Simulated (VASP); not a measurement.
# Cs (Im-3m) in VASP: notebook

Runs on Cs. Level: LDA. Tasks: relaxation of cell and atoms.

All numbers are computed with VASP 6.6.1; they aren't measurements. Logs are shortened: lines on timing, memory, paths and dates and some standing lists are left out, and cuts for length are marked.

## Step 1: The cell of the first run

The structure is cubic, space group Im-3m (No. 229). The conventional cell has a = 6.070 Å, b = 6.070 Å, c = 6.070 Å, α = 90.00°, β = 90.00°, γ = 90.00°.

## Step 2: Relaxation of cell and atoms, LDA

INCAR

```
ALGO = Normal
EDIFF = 1E-7
EDIFFG = -0.02
ENCUT = 500
GGA_COMPAT = F
IBRION = 2
ISIF = 3
ISMEAR = 0
LASPH = T
LCHARG = F
LREAL = F
LWAVE = F
NELM = 120
NELMIN = 4
NSW = 80
PREC = Accurate
SIGMA = 0.05
```

KPOINTS

```
k-points
0
Gamma
  5 5 5
```

POSCAR

```
Cs
1.0
   -3.0350000000      3.0350000000      3.0350000000
    3.0350000000     -3.0350000000      3.0350000000
    3.0350000000      3.0350000000     -3.0350000000
Cs
1
Direct
    0.0000000000      0.0000000000      0.0000000000
```

Potentials or basis: VASP PAW LDA potentials, release 64 (Cs_sv).

The run is started by

```bash
> cat potpaw_LDA.64/Cs_sv/POTCAR > POTCAR
> mpirun -np 1 vasp_std > vasp.out
```

OUTCAR:

```text
EDIFF = 1E-7
   EDIFFG = -0.02
   ENCUT = 500
   IBRION = 2
   ISIF = 3
   ISMEAR = 0
   LASPH = T
   LREAL = F
   NELM = 120
   NELMIN = 4
   NSW = 80
   PREC = Accurate

 ion  position               nearest neighbor table
   1  0.000  0.000  0.000-

  LATTYP: Found a body centered cubic cell.
 ALAT       =     6.0700000000

  Lattice vectors:

 A1 = (  -3.0350000000,   3.0350000000,   3.0350000000)
 A2 = (   3.0350000000,  -3.0350000000,   3.0350000000)
 A3 = (   3.0350000000,   3.0350000000,  -3.0350000000)

Analysis of symmetry for initial positions (statically):
=====================================================================
 Subroutine PRICEL returns:
 Original cell was already a primitive cell.

 Routine SETGRP: Setting up the symmetry group for a
 body centered cubic supercell.

 Subroutine GETGRP returns: Found 48 space group operations
 (whereof 48 operations were pure point group operations)
 out of a pool of 48 trial point group operations.

The static configuration has the point symmetry O_h .

Analysis of symmetry for dynamics (positions and initial velocities):
=====================================================================
 Subroutine PRICEL returns:
 Original cell was already a primitive cell.

 Routine SETGRP: Setting up the symmetry group for a
 body centered cubic supercell.

 Subroutine GETGRP returns: Found 48 space group operations
 (whereof 48 operations were pure point group operations)
 out of a pool of 48 trial point group operations.

The dynamic configuration has the point symmetry O_h .

 Subroutine INISYM returns: Found 48 space group operations
 (whereof 48 operations are pure point group operations),
 and found     1 'primitive' translations

----------------------------------------------------------------------------------------

                                     Primitive cell

  volume of cell :     111.8243

  direct lattice vectors                    reciprocal lattice vectors
    -3.035000000  3.035000000  3.035000000     0.000000000  0.164744646  0.164744646
     3.035000000 -3.035000000  3.035000000     0.164744646  0.000000000  0.164744646
     3.035000000  3.035000000 -3.035000000     0.164744646  0.164744646  0.000000000

  length of vectors
     5.256774201  5.256774201  5.256774201     0.232984112  0.232984112  0.232984112

  position of ions in fractional coordinates (direct lattice)
     0.000000000  0.000000000  0.000000000

  ion indices of the primitive-cell ions
   primitive index   ion index
                 1           1

----------------------------------------------------------------------------------------

 KPOINTS: k-points

Automatic generation of k-mesh.
 Grid dimensions read from file:
 generate k-points for:    5    5    5

 Generating k-lattice:

  Cartesian coordinates                     Fractional coordinates (reciprocal lattice)
     0.000000000  0.032948929  0.032948929     0.200000000  0.000000000  0.000000000
     0.032948929  0.000000000  0.032948929     0.000000000  0.200000000  0.000000000
     0.032948929  0.032948929  0.000000000     0.000000000  0.000000000  0.200000000

  Length of vectors
     0.046596822  0.046596822  0.046596822

  Shift w.r.t. Gamma in fractional coordinates (k-lattice)
     0.000000000  0.000000000  0.000000000

 Subroutine IBZKPT returns following result:
 ===========================================

 Found     10 irreducible k-points:

 Following reciprocal coordinates:
            Coordinates               Weight
  0.000000  0.000000  0.000000      1.000000
  0.200000  0.000000  0.000000     12.000000
  0.400000  0.000000  0.000000     12.000000
  0.200000  0.200000  0.000000     24.000000
  0.400000  0.200000  0.000000     24.000000
  0.200000  0.200000  0.200000      8.000000
 -0.200000  0.200000  0.200000      6.000000
 -0.400000  0.400000  0.200000     24.000000
 -0.400000 -0.400000  0.200000      8.000000
 -0.400000  0.400000  0.400000      6.000000
   k-points           NKPTS =     10   k-points in BZ     NKDIM =     10   number of bands    NBANDS=      8
   number of dos      NEDOS =    301   number of ions     NIONS =      1
   total plane-waves  NPLWV =  64000
   dimension x,y,z NGX =    40 NGY =   40 NGZ =   40
   dimension x,y,z NGXF=    80 NGYF=   80 NGZF=   80
   ions per type =               1
   NGX,Y,Z   is equivalent  to a cutoff of  12.65, 12.65, 12.65 a.u.
   NGXF,Y,Z  is equivalent  to a cutoff of  25.30, 25.30, 25.30 a.u.
 SYSTEM =  unknown system
   PREC   = accura    normal or accurate (medium, high low for compatibility)
   ISTART =      0    job   : 0-new  1-cont  2-samecut
   ICHARG =      2    charge: 1-file 2-atom 10-const
   ISPIN  =      1    spin polarized calculation?
   LNONCOLLINEAR =      F non collinear calculations
   LSORBIT =      F    spin-orbit coupling
   LASPH  =      T    aspherical Exc in radial PAW
   ENCUT  =  500.0 eV  36.75 Ry    6.06 a.u.   9.58  9.58  9.58*2*pi/ulx,y,z
   NELM   =    120;   NELMIN=  4; NELMDL= -5     # of ELM steps
   EDIFF  = 0.1E-06   stopping-criterion for ELM
   LREAL  =      F    real-space projection
   EDIFFG = -.2E-01   stopping-criterion for IOM
   NSW    =     80    number of steps for IOM
   IBRION =      2    ionic relax: 0-MD 1-quasi-New 2-CG
   NFREE  =      1    steps in history (QN), initial steepest desc. (CG)
   ISIF   =      3    stress and relaxation
   ISYM   =      2    0-nonsym 1-usesym 2-fastsym
   POTIM  = 0.5000    time-step for ionic-motion
   TEBEG  =    0.0;   TEEND  =   0.0 temperature during run
   PSTRESS=    0.0 pullay stress
   NELECT =       9.0000    total number of electrons
   NUPDOWN=      -1.0000    fix difference up-down
   EMIN   =  10.00;   EMAX   =-10.00  energy-range for DOS
   EFERMI =   0.00;   METHOD = LEGACY
   ISMEAR =     0;   SIGMA  =   0.05  broadening in eV -4-tet -1-fermi 0-gaus
   EFERMI_NEDOS =   21; number of points for ismear=-14 and -15
   IALGO  =     38    algorithm
   IMIX   =      4    mixing-type and parameters
     AMIX     =   0.40;   BMIX     =  1.00
     AMIX_MAG =   1.60;   BMIX_MAG =  1.00
  volume/ion in A,a.u.               =     111.82       754.63
  Fermi-wavevector in a.u.,A,eV,Ry     =   0.706822  1.335701  6.797442  0.499598
  Thomas-Fermi vector in A             =   1.792706
   LORBIT       =      0    0 simple, 1 ext, 2 COOP (PROOUT), +10 PAW based schemes
   GGA     = CA    functional components
   LHFCALC =     F    Hartree Fock is set to
   AEXX    =    0.0000 exact exchange contribution
   IVDW    =     0    specifies the selected vdW correction
   LEPSILON=     F    determine dielectric tensor
   LRPA    =     F    only Hartree local field effects (RPA)
 conjugate gradient relaxation of ions
 non-spin polarized calculation
 Gauss-broadening in eV      SIGMA  =   0.05
  energy-cutoff  :      500.00
  volume of cell :      111.82
 maximum number of plane-waves:      2899
 NGX is ok and might be reduce to    40
   NGX = 19   NGY = 19   NGZ = 19

--------------------------------------- Ionic step        1  -------------------------------------------

 number of electron       8.9999999 magnetization

 Free energy of the ion-electron system (eV)
  ---------------------------------------------------
  ext. energy  EPLUGINS =         0.00000000
  ---------------------------------------------------
  free energy    TOTEN  =        -0.98177713 eV

  energy without entropy =       -0.97697073  energy(sigma->0) =       -0.97937393

------------------------ aborting loop because EDIFF is reached ----------------------------------------

  FORCE on cell =-STRESS in cart. coord.  units (eV):
  Direction    XX          YY          ZZ          XY          YZ          ZX
  --------------------------------------------------------------------------------------
  -------------------------------------------------------------------------------------
  Total       -0.2218211     -0.2218211     -0.2218211     -0.0000000      0.0000000      0.0000000
  in kB       -3.1781717     -3.1781717     -3.1781717     -0.0000000      0.0000000      0.0000000
  external PRESSURE =      -3.1781717 kB  Pullay stress =       0.0000000 kB

 VOLUME and BASIS-vectors are now :
 -----------------------------------------------------------------------------
  energy-cutoff  :      500.00
  volume of cell :      111.82
      direct lattice vectors                 reciprocal lattice vectors
    -3.035000000  3.035000000  3.035000000     0.000000000  0.164744646  0.164744646
     3.035000000 -3.035000000  3.035000000     0.164744646  0.000000000  0.164744646
     3.035000000  3.035000000 -3.035000000     0.164744646  0.164744646  0.000000000
[... 71 lines left out ...]
 POSITION                                       TOTAL-FORCE (eV/Angst)
 -----------------------------------------------------------------------------------
     -0.00000      0.00000      0.00000         0.000000      0.000000      0.000000
 -----------------------------------------------------------------------------------
    total drift:                               -0.000000      0.000000     -0.000000

  FREE ENERGIE OF THE ION-ELECTRON SYSTEM (eV)
  ---------------------------------------------------
  free  energy   TOTEN  =        -0.9990681959 eV

  energy  without entropy=       -0.9942618026  energy(sigma->0) =       -0.99666500

--------------------------------------- Ionic step        4  -------------------------------------------

 number of electron       8.9999998 magnetization

 Free energy of the ion-electron system (eV)
  ---------------------------------------------------
  ext. energy  EPLUGINS =         0.00000000
  ---------------------------------------------------
  free energy    TOTEN  =        -0.99987583 eV

  energy without entropy =       -0.99506944  energy(sigma->0) =       -0.99747264

 E-fermi :   0.8988     XC(G=0):  -6.0486

 val. band max:        0.4889751004   @ k =   0.4000   0.0000   0.0000
 cond. band min:       0.9160871860   @ k =  -0.4000   0.4000   0.2000
 fundamental gap:      0.4271120856
 Fermi energy:         0.8988063302

 k-point     1 :       0.0000    0.0000    0.0000
  band No.  band energies     occupation
      1     -22.9343      2.00000
      2      -9.6271      2.00000
      3      -9.6271      2.00000
      4      -9.6271      2.00000
      5      -1.0852      2.00000
      6       3.3221      0.00000
      7       3.3221      0.00000
      8       3.3221      0.00000

 k-point     2 :       0.2000    0.0000    0.0000
  band No.  band energies     occupation
      1     -22.9286      2.00000
      2      -9.7218      2.00000
      3      -9.6567      2.00000
      4      -9.6276      2.00000
      5      -0.5691      2.00000
      6       2.8010      0.00000
      7       2.8973      0.00000
      8       3.8663      0.00000
[... 108 lines left out ...]
 POSITION                                       TOTAL-FORCE (eV/Angst)
 -----------------------------------------------------------------------------------
      5.75518      0.00000      0.00000        -0.000000      0.000000     -0.000000
 -----------------------------------------------------------------------------------
    total drift:                                0.000000      0.000000     -0.000000

  FREE ENERGIE OF THE ION-ELECTRON SYSTEM (eV)
  ---------------------------------------------------
  free  energy   TOTEN  =        -0.9998758340 eV

  energy  without entropy=       -0.9950694407  energy(sigma->0) =       -0.99747264

 reached required accuracy - stopping structural energy minimisation
```

Wall time 11 s (1 thread of Intel Xeon 6975P-C (Granite Rapids), shared host); peak memory 0.19 GiB.

Results:

* Free energy: -0.9999 eV
* Relaxed volume: 95.31 Å³/atom
* Relaxed cell: a = 4.984 Å, b = 4.984 Å, c = 4.984 Å, α = 109.47°, β = 109.47°, γ = 109.47°
* Space group after relaxing (to 0.1 Å): Im-3m (No. 229)
* Energy gained by relaxing: 18.1 meV/atom
* Ionic steps: 4
* Pressure after relaxing: 0.0 GPa
* Band gap on the k mesh: zero (an odd number of electrons rules out a gap without spin polarisation)

Step by step:
```csv
step,energy change (eV),largest force (eV/Å),pressure (GPa),volume (Å³)
1,0.0000,0.0000,-0.32,111.82
2,-0.0065,0.0000,-0.27,108.27
3,-0.0173,0.0000,-0.08,98.78
4,-0.0181,0.0000,0.01,95.31
```

Final structure:
```
Cs
1.0
    -2.87759    2.87759    2.87759
     2.87759   -2.87759    2.87759
     2.87759    2.87759   -2.87759
Cs
1
Direct
  0.00000 0.00000 0.00000
```

Caveat: spin-orbit coupling is left out, which moves the levels of the heavy elements.

## Step 3: Relaxation of cell and atoms, LDA, target pressure 15 GPa, at which the enthalpy is minimised

INCAR

```
PREC = Accurate ; ENCUT = 500
EDIFF = 1E-7 ; ISMEAR = 0
SIGMA = 0.05 ; LREAL = False
LASPH = True ; NELM = 120
ALGO = Normal ; ISIF = 3
LWAVE = False ; LCHARG = False
IBRION = 2 ; NSW = 80
EDIFFG = -0.02 ; PSTRESS = 150.0
GGA_COMPAT = False ; NELMIN = 4
```

KPOINTS

```
regular mesh
0
Gamma
  5 5 5
```

POSCAR is that of step 2.

Potentials or basis: VASP PAW LDA potentials, release 64 (Cs_sv).

The run is started by

```bash
> cat potpaw_LDA.64/Cs_sv/POTCAR > POTCAR
> mpirun -np 1 vasp_std > vasp.out
```

OUTCAR:

```text
PREC = Accurate
   ENCUT = 500
   EDIFF = 1E-7
   ISMEAR = 0
   LREAL = False
   LASPH = True
   NELM = 120
   ISIF = 3
   IBRION = 2
   NSW = 80
   EDIFFG = -0.02
   PSTRESS = 150.0
   NELMIN = 4

 ion  position               nearest neighbor table
   1  0.000  0.000  0.000-

  LATTYP: Found a body centered cubic cell.
 ALAT       =     6.0700000000

  Lattice vectors:

 A1 = (  -3.0350000000,   3.0350000000,   3.0350000000)
 A2 = (   3.0350000000,  -3.0350000000,   3.0350000000)
 A3 = (   3.0350000000,   3.0350000000,  -3.0350000000)

Analysis of symmetry for initial positions (statically):
=====================================================================
 Subroutine PRICEL returns:
 Original cell was already a primitive cell.

[... 163 lines left out ...]
  in kB       -3.1781717     -3.1781717     -3.1781717     -0.0000000      0.0000000      0.0000000
  external PRESSURE =    -153.1781717 kB  Pullay stress =     150.0000000 kB
[... 438 lines left out ...]
 k-point    10 :      -0.4000    0.4000    0.4000
  band No.  band energies     occupation
      1     -17.3547      2.00000
      2      -5.7311      2.00000
      3      -5.3928      2.00000
      4      -5.3928      2.00000
      5       4.5062      2.00000
      6       5.2571      2.00000
      7      12.8220      0.00000
      8      12.8220      0.00000

[... ionic steps 4 to 7 ...]

--------------------------------------- Ionic step        8  -------------------------------------------

 number of electron       9.0000000 magnetization

------------------------ aborting loop because EDIFF is reached ----------------------------------------
[... 69 lines left out ...]
--------------------------------------- Ionic step       10  -------------------------------------------

 number of electron       9.0000000 magnetization

 Free energy of the ion-electron system (eV)
  ---------------------------------------------------
  ext. energy  EPLUGINS =         0.00000000
  ---------------------------------------------------
  free energy    TOTEN  =         0.20919625 eV

  energy without entropy =        0.21541285  energy(sigma->0) =        0.21230455

 E-fermi :   7.0584     XC(G=0): -10.4315

 val. band max:        7.0553529635   @ k =   0.4000   0.2000   0.0000
 cond. band min:       7.1192522061   @ k =  -0.4000  -0.4000   0.2000
 fundamental gap:      0.0638992427
 Fermi energy:         7.0583809405
[... 140 lines left out ...]
  energy  without entropy=        0.2154128512  energy(sigma->0) =        0.21230455

  enthalpy is  TOTEN    =         2.9247233214 eV   P V=        2.7155270756

 reached required accuracy - stopping structural energy minimisation
```

CONTCAR:

```text
Cs
   1.00000000000000
    -1.9355504238280852    1.9355504238280852    1.9355504238280852
     1.9355504238280852   -1.9355504238280852    1.9355504238280852
     1.9355504238280852    1.9355504238280852   -1.9355504238280852
  Cs
     1
Direct
     0.0000000000000000    1.0000000000000000    1.0000000000000000

  0.00000000E+00  0.00000000E+00  0.00000000E+00
```

Run time: 33 s. Hardware: 1 thread of Intel Xeon 6975P-C (Granite Rapids), shared host; peak memory 0.23 GiB.

What came out:

```yaml
Free_energy: 0.2092 eV
Relaxed_volume: 29.01 Å³/atom
Relaxed_cell: a = 3.352 Å, b = 3.352 Å, c = 3.352 Å, α = 109.47°, β = 109.47°, γ = 109.47°
Space_group_after_relaxing_to_0.1_Å: Im-3m (No. 229)
Energy_change_on_relaxing_the_run_minimises_the_enthalpy: +1191.0 meV/atom
Ionic_steps: 10
Pressure_after_relaxing: 15.0 GPa
Band_gap_on_the_k_mesh: zero (an odd number of electrons rules out a gap without spin polarisation)
```

Step by step:
| step | energy change (eV) | largest force (eV/Å) | pressure (GPa) | volume (Å³) |
| --- | --- | --- | --- | --- |
| 1 | 0.0000 | 0.0000 | -0.32 | 111.82 |
| 2 | 11.6662 | 0.0000 | 384.25 | 12.70 |
| 3 | 0.0590 | 0.0000 | 1.28 | 71.62 |
| 4 | 0.2373 | 0.0000 | 2.90 | 56.51 |
| 5 | 0.9245 | 0.0000 | 7.56 | 33.00 |
| 6 | 2.6957 | 0.0000 | 59.00 | 21.26 |
| 7 | 1.0846 | 0.0000 | 11.92 | 30.28 |
| 8 | 1.2083 | 0.0000 | 15.48 | 28.82 |
| 9 | 1.1763 | 0.0000 | 14.57 | 29.16 |
| 10 | 1.1910 | 0.0000 | 14.99 | 29.01 |

Final structure:
```
CELL_PARAMETERS angstrom
-1.93555 1.93555 1.93555
1.93555 -1.93555 1.93555
1.93555 1.93555 -1.93555
ATOMIC_POSITIONS crystal
Cs 0.00000 0.00000 0.00000
```

Caveat: the cell is relaxed towards a set pressure, so the run minimises the enthalpy, not the energy; the volume moved by over 15 % at a fixed basis, so the end points are rough; spin-orbit coupling is left out, which moves the levels of the heavy elements.

The gap in the log of VASP goes by the Fermi energy; the results here count the filled bands.